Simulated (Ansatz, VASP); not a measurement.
# TaN: VASP beside Ansatz

```
CELL_PARAMETERS angstrom
0.00000 2.20811 2.26707
2.20811 0.00000 2.26707
2.20811 2.20811 0.00000
ATOMIC_POSITIONS crystal
Ta 0.50000 0.50000 0.50000
N 0.00000 0.00000 0.00000
```

Change from the starting cell: engineering shear strain xz +0.0000, normal strain along z +0.0267.

Alike in both runs: task single point; functional PBE; k mesh 18 × 18 × 18; occupations gaussian, width 0.15 eV; no spin polarisation.

|  | VASP | Ansatz |
| --- | --- | --- |
| version | VASP 6.6.1 | Ansatz 0.2.0 |
| potentials or method | VASP PAW PBE potentials, release 64 (Ta_pv, N), cutoff 520 eV | scalar-relativistic, plane waves, PAW |
| valence electrons in the cell | 16 | 18 |

Ansatz gave:

* gap on the k mesh at the Fermi level (eV): none
* pressure (GPa): -7.7
* traceless stress, the component that is largest in VASP (GPa): -7.97

Estimate VASP's values.

gap on the k mesh at the Fermi level (eV): none; pressure (GPa): -6.8; traceless stress, the component that is largest in VASP (GPa): -8.02.

A gap of «none» marks a metal or a gap that the smearing closes. VASP's potentials hold 16 valence electrons a cell and Ansatz's 18, so a difference there can come from the potentials and not from the codes.

Neither program's run includes spin-orbit coupling.
